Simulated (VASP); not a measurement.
# Sc3C (P6_3/mmc) in VASP: further runs, part 2 of 2

VASP 6.6.1. Earlier steps stand in the parts before.

## 3. Relaxation of cell and atoms, PBE

INCAR

```
SYSTEM = Sc3C
  PREC = Accurate
  ENCUT = 600
  EDIFF = 1E-6
  ISMEAR = 0
  SIGMA = 0.1
  LREAL = .FALSE.
  LASPH = .TRUE.
  NELM = 80
  ALGO = Normal
  ISIF = 3
  LWAVE = .FALSE.
  LCHARG = .FALSE.
  GGA = PE
  IBRION = 2
  NSW = 90
  EDIFFG = -0.04
```

KPOINTS

```
regular mesh
0
G
  3 3 4
  0 0 0
```

POSCAR

```
Sc3C
1.0
    5.7603666579      0.0000000000      0.0000000000
   -2.8801833290      4.9886238609      0.0000000000
    0.0000000000      0.0000000000      4.6235830233
Sc C
6 2
Direct
    0.8330000000      0.6660000000      0.2500000000
    0.1670000000      0.8330000000      0.7500000000
    0.3340000000      0.1670000000      0.2500000000
    0.1670000000      0.3340000000      0.7500000000
    0.8330000000      0.1670000000      0.2500000000
    0.6660000000      0.8330000000      0.7500000000
    0.3333333333      0.6666666667      0.2500000000
    0.6666666667      0.3333333333      0.7500000000
```

Potentials or basis: VASP PAW PBE potentials, release 64 (Sc_sv, C).

Run with:

```console
$ cat potpaw_PBE.64/Sc_sv/POTCAR potpaw_PBE.64/C/POTCAR > POTCAR
$ mpirun -np 1 vasp_std > vasp.out
```

OUTCAR:

```text
SYSTEM = Sc3C
   PREC = Accurate
   ENCUT = 600
   EDIFF = 1E-6
   ISMEAR = 0
   LREAL = .FALSE.
   LASPH = .TRUE.
   NELM = 80
   ISIF = 3
   GGA = PE
   IBRION = 2
   NSW = 90
   EDIFFG = -0.04

 ion  position               nearest neighbor table
   1  0.833  0.666  0.250-   2 2.85   2 2.85   6 2.85   6 2.85   3 2.87   5 2.87   3 2.89   5 2.89

   2  0.167  0.833  0.750-   1 2.85   1 2.85   3 2.85   3 2.85   6 2.87   4 2.87   6 2.89   4 2.89

   3  0.334  0.167  0.250-   4 2.85   4 2.85   2 2.85   2 2.85   5 2.87   1 2.87   5 2.89   1 2.89

   4  0.167  0.334  0.750-   5 2.85   5 2.85   3 2.85   3 2.85   6 2.87   2 2.87   6 2.89   2 2.89

   5  0.833  0.167  0.250-   4 2.85   4 2.85   6 2.85   6 2.85   3 2.87   1 2.87   3 2.89   1 2.89

   6  0.666  0.833  0.750-   1 2.85   1 2.85   5 2.85   5 2.85   2 2.87   4 2.87   2 2.89   4 2.89

   7  0.333  0.667  0.250-
   8  0.667  0.333  0.750-

  LATTYP: Found a hexagonal cell.
 ALAT       =     5.7603666579
 C/A-ratio  =     0.8026542923

  Lattice vectors:

 A1 = (   5.7603666579,   0.0000000000,   0.0000000000)
 A2 = (  -2.8801833290,   4.9886238609,   0.0000000000)
 A3 = (   0.0000000000,   0.0000000000,   4.6235830233)

Analysis of symmetry for initial positions (statically):
=====================================================================
 Subroutine PRICEL returns:
 Original cell was already a primitive cell.

 Routine SETGRP: Setting up the symmetry group for a
 hexagonal supercell.

 Subroutine GETGRP returns: Found 24 space group operations
 (whereof 12 operations were pure point group operations)
 out of a pool of 24 trial point group operations.

The static configuration has the point symmetry D_3d.
 The point group associated with its full space group is D_6h.

Analysis of symmetry for dynamics (positions and initial velocities):
=====================================================================
 Subroutine PRICEL returns:
 Original cell was already a primitive cell.

 Routine SETGRP: Setting up the symmetry group for a
 hexagonal supercell.

 Subroutine GETGRP returns: Found 24 space group operations
 (whereof 12 operations were pure point group operations)
 out of a pool of 24 trial point group operations.

The dynamic configuration has the point symmetry D_3d.
 The point group associated with its full space group is D_6h.

 Subroutine INISYM returns: Found 24 space group operations
 (whereof 12 operations are pure point group operations),
 and found     1 'primitive' translations

----------------------------------------------------------------------------------------

                                     Primitive cell

  volume of cell :     132.8647

  direct lattice vectors                    reciprocal lattice vectors
     5.760366658  0.000000000  0.000000000     0.173600060  0.100228042  0.000000000
    -2.880183329  4.988623861  0.000000000     0.000000000  0.200456083  0.000000000
     0.000000000  0.000000000  4.623583023     0.000000000  0.000000000  0.216282479

  length of vectors
     5.760366658  5.760366658  4.623583023     0.200456083  0.200456083  0.216282479

  position of ions in fractional coordinates (direct lattice)
     0.833000000  0.666000000  0.250000000
     0.167000000  0.833000000  0.750000000
     0.334000000  0.167000000  0.250000000
     0.167000000  0.334000000  0.750000000
[... 33 lines left out ...]

  Shift w.r.t. Gamma in fractional coordinates (k-lattice)
     0.000000000  0.000000000  0.000000000

 Subroutine IBZKPT returns following result:
 ===========================================

 Found      9 irreducible k-points:

 Following reciprocal coordinates:
            Coordinates               Weight
  0.000000  0.000000  0.000000      1.000000
  0.333333 -0.000000  0.000000      6.000000
  0.333333  0.333333  0.000000      2.000000
  0.000000  0.000000  0.250000      2.000000
  0.333333 -0.000000  0.250000     12.000000
  0.333333  0.333333  0.250000      4.000000
  0.000000  0.000000  0.500000      1.000000
  0.333333 -0.000000  0.500000      6.000000
  0.333333  0.333333  0.500000      2.000000
   k-points           NKPTS =      9   k-points in BZ     NKDIM =      9   number of bands    NBANDS=     44
   number of dos      NEDOS =    301   number of ions     NIONS =      8
   total plane-waves  NPLWV =  92160
   dimension x,y,z NGX =    48 NGY =   48 NGZ =   40
   dimension x,y,z NGXF=    96 NGYF=   96 NGZF=   80
   ions per type =               6   2
   NGX,Y,Z   is equivalent  to a cutoff of  13.85, 13.85, 14.38 a.u.
   NGXF,Y,Z  is equivalent  to a cutoff of  27.71, 27.71, 28.76 a.u.
 SYSTEM =  Sc3C
   PREC   = accura    normal or accurate (medium, high low for compatibility)
   ISTART =      0    job   : 0-new  1-cont  2-samecut
   ICHARG =      2    charge: 1-file 2-atom 10-const
   ISPIN  =      1    spin polarized calculation?
   LNONCOLLINEAR =      F non collinear calculations
   LSORBIT =      F    spin-orbit coupling
   LASPH  =      T    aspherical Exc in radial PAW
   ENCUT  =  600.0 eV  44.10 Ry    6.64 a.u.  11.50 11.50  9.23*2*pi/ulx,y,z
   NELM   =     80;   NELMIN=  2; NELMDL= -5     # of ELM steps
   EDIFF  = 0.1E-05   stopping-criterion for ELM
   LREAL  =      F    real-space projection
   EDIFFG = -.4E-01   stopping-criterion for IOM
   NSW    =     90    number of steps for IOM
   IBRION =      2    ionic relax: 0-MD 1-quasi-New 2-CG
   NFREE  =      1    steps in history (QN), initial steepest desc. (CG)
   ISIF   =      3    stress and relaxation
   ISYM   =      2    0-nonsym 1-usesym 2-fastsym
   POTIM  = 0.5000    time-step for ionic-motion
   TEBEG  =    0.0;   TEEND  =   0.0 temperature during run
   PSTRESS=    0.0 pullay stress
   NELECT =      74.0000    total number of electrons
   NUPDOWN=      -1.0000    fix difference up-down
   EMIN   =  10.00;   EMAX   =-10.00  energy-range for DOS
   EFERMI =   0.00;   METHOD = LEGACY
   ISMEAR =     0;   SIGMA  =   0.10  broadening in eV -4-tet -1-fermi 0-gaus
   EFERMI_NEDOS =   21; number of points for ismear=-14 and -15
   IALGO  =     38    algorithm
   IMIX   =      4    mixing-type and parameters
     AMIX     =   0.40;   BMIX     =  1.00
     AMIX_MAG =   1.60;   BMIX_MAG =  1.00
  volume/ion in A,a.u.               =      16.61       112.08
  Fermi-wavevector in a.u.,A,eV,Ry     =   1.346942  2.545351 24.684406  1.814253
  Thomas-Fermi vector in A             =   2.474733
   LORBIT       =      0    0 simple, 1 ext, 2 COOP (PROOUT), +10 PAW based schemes
   GGA     = PE    functional components
   LHFCALC =     F    Hartree Fock is set to
   AEXX    =    0.0000 exact exchange contribution
   IVDW    =     0    specifies the selected vdW correction
   LEPSILON=     F    determine dielectric tensor
   LRPA    =     F    only Hartree local field effects (RPA)
 conjugate gradient relaxation of ions
 non-spin polarized calculation
 Gauss-broadening in eV      SIGMA  =   0.10
  energy-cutoff  :      600.00
  volume of cell :      132.86
 maximum number of plane-waves:      4470
 NGX is ok and might be reduce to    48
   NGX = 23   NGY = 23   NGZ = 19

--------------------------------------- Ionic step        1  -------------------------------------------

 number of electron      73.9999990 magnetization

 Free energy of the ion-electron system (eV)
  ---------------------------------------------------
  ext. energy  EPLUGINS =         0.00000000
  ---------------------------------------------------
  free energy    TOTEN  =       -50.51641281 eV

  energy without entropy =      -50.42550390  energy(sigma->0) =      -50.47095835

------------------------ aborting loop because EDIFF is reached ----------------------------------------

  FORCE on cell =-STRESS in cart. coord.  units (eV):
  Direction    XX          YY          ZZ          XY          YZ          ZX
  --------------------------------------------------------------------------------------
  -------------------------------------------------------------------------------------
  Total       -0.7102021     -0.7102021      1.3460869      0.0000000     -0.0000000      0.0000000
  in kB       -8.5641251     -8.5641251     16.2320784      0.0000000     -0.0000000      0.0000000
  external PRESSURE =      -0.2987239 kB  Pullay stress =       0.0000000 kB
[... 970 lines left out ...]
     43       4.7365      0.00000
     44       4.7365      0.00000

[... ionic steps 4 to 39 ...]

--------------------------------------- Ionic step       40  -------------------------------------------

 number of electron      74.0000029 magnetization

------------------------ aborting loop because EDIFF is reached ----------------------------------------
[... 79 lines left out ...]
--------------------------------------- Ionic step       42  -------------------------------------------

 number of electron      74.0000009 magnetization

 Free energy of the ion-electron system (eV)
  ---------------------------------------------------
  ext. energy  EPLUGINS =         0.00000000
  ---------------------------------------------------
  free energy    TOTEN  =       -53.90990561 eV

  energy without entropy =      -53.85131721  energy(sigma->0) =      -53.88061141

 E-fermi :   3.2415     XC(G=0):  -9.3424

 val. band max:        3.2193543970   @ k =   0.3333   0.3333   0.0000
 cond. band min:       3.2794871137   @ k =   0.3333   0.3333   0.2500
 fundamental gap:      0.0601327167
 Fermi energy:         3.2414580276
[... 456 lines left out ...]
  FREE ENERGIE OF THE ION-ELECTRON SYSTEM (eV)
  ---------------------------------------------------
  free  energy   TOTEN  =       -53.9099056127 eV

  energy  without entropy=      -53.8513172115  energy(sigma->0) =      -53.88061141

 reached required accuracy - stopping structural energy minimisation
```

It took 65 min on 1 thread of Intel Xeon 8259CL, shared host; peak memory 0.33 GiB.

Results:

```yaml
Free_energy: -53.9099 eV
Relaxed_volume: 22.67 Å³/atom
Relaxed_cell: a = 8.290 Å, b = 8.290 Å, c = 3.047 Å, α = 90.00°, β = 90.00°, γ = 120.00°
Space_group_after_relaxing_to_0.1_Å: P6_3/mmc (No. 194)
Energy_gained_by_relaxing: 424.2 meV/atom
Ionic_steps: 42
Pressure_after_relaxing: 0.1 GPa
Band_gap_on_the_k_mesh: zero (bands 37 and 38 overlap by 0.43 eV)
```

Forces in eV/Å, atoms in the order of the input:
```
Sc   0.000 -0.003  0.000
Sc   0.002 -0.001  0.000
Sc   0.002  0.001  0.000
Sc   0.000  0.003  0.000
Sc  -0.002  0.001  0.000
Sc  -0.002 -0.001  0.000
C    0.000  0.000  0.000
C    0.000  0.000  0.000
```

Stress tensor (GPa, compression positive):
```
 0.10  0.00  0.00
 0.00  0.10  0.00
 0.00  0.00 -0.03
```

The path:
```csv
step,energy change (eV),largest force (eV/Å),pressure (GPa),volume (Å³)
1,0.0000,1.7051,-0.03,132.86
3,-0.4871,0.0293,-2.05,132.79
5,-0.5287,0.0221,0.64,127.92
7,-0.7352,0.4418,2.03,126.27
9,1.4872,2.5224,28.24,111.72
11,-1.0756,1.4474,8.57,121.31
13,-1.0830,1.4619,8.69,121.31
15,-1.1011,1.5295,9.29,121.28
17,-1.1532,1.4882,8.89,121.78
19,-1.3670,1.3092,7.18,124.07
21,-1.9395,0.7586,1.95,133.45
23,-2.2581,0.2279,-3.65,149.80
25,-2.8349,0.1458,1.26,151.36
27,-2.8745,0.5581,5.45,151.53
29,-3.1888,0.1120,3.88,165.69
31,-3.2514,0.0347,3.61,168.68
33,-3.2926,0.0626,3.14,171.55
35,-3.3669,0.1806,0.93,177.14
37,-3.3797,0.2318,-0.24,179.99
39,-3.3883,0.0257,0.21,179.87
41,-3.3903,0.0329,0.14,180.24
42,-3.3935,0.0028,0.05,181.34
```

Final structure:
```
CELL_PARAMETERS angstrom
8.28983 0.00000 0.00000
-4.14491 7.17920 0.00000
0.00000 0.00000 3.04707
ATOMIC_POSITIONS crystal
Sc 0.78377 0.56754 0.25000
Sc 0.21623 0.78377 0.75000
Sc 0.43246 0.21623 0.25000
Sc 0.21623 0.43246 0.75000
Sc 0.78377 0.21623 0.25000
Sc 0.56754 0.78377 0.75000
C 0.33333 0.66667 0.25000
C 0.66667 0.33333 0.75000
```

Caveat: the k points lie up to 0.52 Å⁻¹ apart in the final cell; the volume moved by over 15 % at a fixed basis, so the end points are rough.

## 4. Relaxation of cell and atoms, PBE

This run uses another cell than the first one, of 23.27 Å³/atom.

INCAR

```
SYSTEM = Sc3C
PREC = Accurate ; ENCUT = 600
EDIFF = 1E-6 ; ISMEAR = 0
SIGMA = 0.1 ; LREAL = .FALSE.
LASPH = .TRUE. ; NELM = 80
ALGO = Normal ; ISIF = 3
LWAVE = .FALSE. ; LCHARG = .FALSE.
GGA = PE ; IBRION = 2
NSW = 90 ; EDIFFG = -0.04
```

KPOINTS

```
Automatic mesh
0
G
  3 3 6
  0 0 0
```

POSCAR

```
Sc3C
1.0
    8.4194766421      0.0000000000      0.0000000000
   -4.2097383211      7.2914806587      0.0000000000
    0.0000000000      0.0000000000      3.0322500085
Sc C
6 2
Direct
    0.7820243269      0.5640486539      0.2500000000
    0.2179756731      0.7820243269      0.7500000000
    0.4359513461      0.2179756731      0.2500000000
    0.2179756731      0.4359513461      0.7500000000
    0.7820243269      0.2179756731      0.2500000000
    0.5640486539      0.7820243269      0.7500000000
    0.3333333333      0.6666666667      0.2500000000
    0.6666666667      0.3333333333      0.7500000000
```

Potentials or basis: VASP PAW PBE potentials, release 64 (Sc_sv, C).

Run with:

```console
$ cat potpaw_PBE.64/Sc_sv/POTCAR potpaw_PBE.64/C/POTCAR > POTCAR
$ mpirun -np 1 vasp_std > vasp.out
```

OUTCAR:

```text
SYSTEM = Sc3C
   PREC = Accurate
   ENCUT = 600
   EDIFF = 1E-6
   ISMEAR = 0
   LREAL = .FALSE.
   LASPH = .TRUE.
   NELM = 80
   ISIF = 3
   GGA = PE
   IBRION = 2
   NSW = 90
   EDIFFG = -0.04

 ion  position               nearest neighbor table
   1  0.782  0.564  0.250-   8 2.26   8 2.26   3 2.91   5 2.91
   2  0.218  0.782  0.750-   7 2.26   7 2.26   6 2.91   4 2.91
   3  0.436  0.218  0.250-   8 2.26   8 2.26   5 2.91   1 2.91
   4  0.218  0.436  0.750-   7 2.26   7 2.26   6 2.91   2 2.91
   5  0.782  0.218  0.250-   8 2.26   8 2.26   3 2.91   1 2.91
   6  0.564  0.782  0.750-   7 2.26   7 2.26   2 2.91   4 2.91
   7  0.333  0.667  0.250-   2 2.26   2 2.26   6 2.26   6 2.26   4 2.26   4 2.26
   8  0.667  0.333  0.750-   5 2.26   5 2.26   3 2.26   3 2.26   1 2.26   1 2.26

[... 194 lines left out ...]
  -------------------------------------------------------------------------------------
  Total        0.8761462      0.8761462      0.7189906     -0.0000000      0.0000000      0.0000000
  in kB        7.5408676      7.5408676      6.1882514     -0.0000000      0.0000000      0.0000000
  external PRESSURE =       7.0899955 kB  Pullay stress =       0.0000000 kB
[... 71 lines left out ...]
--------------------------------------- Ionic step        3  -------------------------------------------

 number of electron      74.0000013 magnetization

 Free energy of the ion-electron system (eV)
  ---------------------------------------------------
  ext. energy  EPLUGINS =         0.00000000
  ---------------------------------------------------
  free energy    TOTEN  =       -54.21489169 eV

  energy without entropy =      -54.15585671  energy(sigma->0) =      -54.18537420

 E-fermi :   3.0102     XC(G=0):  -9.1914

 val. band max:        2.9327706133   @ k =   0.3333   0.3333   0.0000
 cond. band min:       3.0134373155   @ k =   0.0000   0.0000   0.1667
 fundamental gap:      0.0806667022
 Fermi energy:         3.0101802853

 k-point     1 :       0.0000    0.0000    0.0000
  band No.  band energies     occupation
      1     -46.6822      2.00000
      2     -46.6674      2.00000
      3     -46.6222      2.00000
      4     -46.6222      2.00000
      5     -46.6152      2.00000
      6     -46.6152      2.00000
[... 588 lines left out ...]
  FREE ENERGIE OF THE ION-ELECTRON SYSTEM (eV)
  ---------------------------------------------------
  free  energy   TOTEN  =       -54.2148916943 eV

  energy  without entropy=      -54.1558567058  energy(sigma->0) =      -54.18537420

 reached required accuracy - stopping structural energy minimisation
```

OSZICAR:

```text
N       E                     dE             d eps       ncg     rms          rms(c)
DAV:   1     0.173578747028E+04    0.17358E+04   -0.34995E+04  1056   0.192E+03
[... 27 lines left out ...]
DAV:   1    -0.542380636348E+02   -0.25779E-01   -0.99053E-01  1544   0.126E+01    0.117E+00
DAV:   2    -0.542164490520E+02    0.21615E-01   -0.10910E-01  1344   0.318E+00    0.299E-01
DAV:   3    -0.542150676559E+02    0.13814E-02   -0.73615E-03  1716   0.658E-01    0.124E-01
DAV:   4    -0.542148933944E+02    0.17426E-03   -0.86068E-04  1728   0.296E-01    0.663E-02
DAV:   5    -0.542148866643E+02    0.67301E-05   -0.15889E-04  1548   0.833E-02    0.251E-02
DAV:   6    -0.542148918306E+02   -0.51663E-05   -0.49922E-05  1840   0.663E-02    0.589E-03
DAV:   7    -0.542148916943E+02    0.13637E-06   -0.92126E-06  1232   0.171E-02
   3 F= -.54214892E+02 E0= -.54185374E+02  d E =-.518909E-02
```

Wall time 10 min (1 thread of Intel Xeon 8259CL, shared host); peak memory 0.4 GiB.

Results:

```
Free energy                           : -54.2149 eV
Relaxed volume                        : 23.47 Å³/atom
Relaxed cell                          : a = 8.445 Å, b = 8.445 Å, c = 3.040 Å, α = 90.00°, β = 90.00°, γ = 120.00°
Space group after relaxing (to 0.1 Å) : P6_3/mmc (No. 194)
Energy gained by relaxing             : 0.6 meV/atom
Ionic steps                           : 3
Pressure after relaxing               : 0.0 GPa
Largest force after relaxing          : 0.010 eV/Å
Band gap on the k mesh                : zero (bands 37 and 38 overlap by 0.52 eV)
```

Forces on the atoms (eV/Å):
```
Sc   0.000  0.010  0.000
Sc  -0.009  0.005  0.000
Sc  -0.009 -0.005  0.000
Sc   0.000 -0.010  0.000
Sc   0.009 -0.005  0.000
Sc   0.009  0.005  0.000
C    0.000  0.000  0.000
C    0.000  0.000  0.000
```

The path:
```csv
step,energy change (eV),largest force (eV/Å),pressure (GPa),volume (Å³)
1,0.0000,0.1384,0.71,186.15
2,-0.0026,0.0803,-0.53,188.94
3,-0.0052,0.0102,-0.02,187.77
```

Final structure:
```
Sc C
1.0
     8.44540    0.00000    0.00000
    -4.22270    7.31393    0.00000
     0.00000    0.00000    3.03991
Sc C
6 2
Direct
  0.78229 0.56458 0.25000
  0.21771 0.78229 0.75000
  0.43542 0.21771 0.25000
  0.21771 0.43542 0.75000
  0.78229 0.21771 0.25000
  0.56458 0.78229 0.75000
  0.33333 0.66667 0.25000
  0.66667 0.33333 0.75000
```

## 5. The runs side by side

```tsv
task	cell	k mesh	cutoff (eV)	gap on the mesh (eV)	pressure (GPa)	relaxed volume (Å³/atom)	largest force (eV/Å)
single point	a = 5.760, b = 5.760, c = 4.624 Å, angles 90.0, 90.0, 120.0°, 8 atoms, atomic positions A	6 × 6 × 4	520	none	0.1	-	1.80
relaxation of cell and atoms	relaxed from a = 5.760, b = 5.760, c = 4.624 Å, angles 90.0, 90.0, 120.0°, 8 atoms, atomic positions A	3 × 3 × 4	600	none	0.1	22.67	-
relaxation of cell and atoms	relaxed from a = 8.419, b = 8.419, c = 3.032 Å, angles 90.0, 90.0, 120.0°, 8 atoms, atomic positions B	3 × 3 × 6	600	none	0.0	23.47	0.01
```

Alike in all rows: level PBE; potentials or basis VASP PAW PBE potentials, release 64 (Sc_sv, C); no spin polarisation; smearing gaussian 0.1 eV.

Caveats: some runs use coarse meshes; forces of over 1 eV/Å act on the atoms, so gaps and moduli don't describe the material at rest (at least some runs); the volume moved by over 15 % at a fixed basis, so the end points are rough (at least some runs).

Total energies depend on the potentials used, so only differences within one code and one set of settings carry meaning.

The gap in the log of VASP goes by the Fermi energy; the results here count the filled bands.